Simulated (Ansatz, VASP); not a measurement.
Hg: VASP beside Ansatz

```
Hg
1.0
     5.46670    0.00000    0.00000
    -2.73335    4.73430    0.00000
     0.00000    0.00000    3.18522
Hg
3
Direct
  0.33333 0.66667 0.50000
  0.66667 0.33333 0.50000
  0.00000 0.00000 0.00000
```

Alike in both runs: task electric field gradients; functional r2SCAN; k mesh 7 × 7 × 10; occupations fermi-dirac, width 0.03 eV; no spin polarisation.

|  | VASP | Ansatz |
| --- | --- | --- |
| version | VASP 6.6.1 | Ansatz 0.2.0 |
| potentials or method | VASP PAW PBE potentials, release 64 (Hg) | PAW with Ansatz's default frozen-core files, scalar-relativistic |
| plane-wave cutoff (eV) | 520 | 500 |
| valence electrons in the cell | 36 | 60 |

```tsv
	VASP	Ansatz	Ansatz less VASP
pressure (GPa)	-0.1	-0.3	-0.21
size of Vzz on the site where it differs most (V/Å²)	63.6	60.4	-3.26
```

VASP's potentials were made for PBE, not for r2SCAN. The functional is the same, so the differences come from potentials, cutoffs and numerics. VASP's potentials hold 36 valence electrons a cell and Ansatz's 60, so a difference there can come from the potentials and not from the codes.

Spin-orbit coupling is off throughout.
